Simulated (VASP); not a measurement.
Here is a VASP 6.6.1 calculation.

The input INCAR:

```
  PREC = Accurate
  ENCUT = 600
  EDIFF = 1E-6
  ISMEAR = 0
  SIGMA = 0.1
  LREAL = False
  LASPH = True
  NELM = 80
  ALGO = Normal
  ISIF = 3
  LWAVE = False
  LCHARG = False
  GGA = PE
  IBRION = 2
  NSW = 100
  EDIFFG = -0.01
```

File KPOINTS:

```
regular mesh
0
Gamma
  12 12 8
```

Contents of POSCAR:

```
B3As2
1.0
    4.5435777774      0.0000000000      0.0000000000
   -2.2717888887      3.9348537793      0.0000000000
    0.0000000000      0.0000000000      4.7135445997
B As
3 2
Direct
    0.0000000000      0.0000000000      0.1690955809
    0.0000000000      0.0000000000      0.8309044191
    0.0000000000      0.0000000000      0.5000000000
    0.3333333333      0.6666666667      0.0000000000
    0.6666666667      0.3333333333      0.0000000000
```

Potentials or basis: VASP PAW PBE potentials, release 64 (B, As).

Command:

```bash
$ cat potpaw_PBE.64/B/POTCAR potpaw_PBE.64/As/POTCAR > POTCAR
$ mpirun -np 1 vasp_std > vasp.out
```

(1) Estimate the relaxed volume.

(2) Predict the relaxed cell.

(3) Predict the space group after relaxing (to 0.05 Å).

Results:

(1) 17.18 Å³/atom.

(2) a = 4.589 Å, b = 4.589 Å, c = 4.710 Å, α = 90.00°, β = 90.00°, γ = 120.00°.

(3) P6/mmm (No. 191).
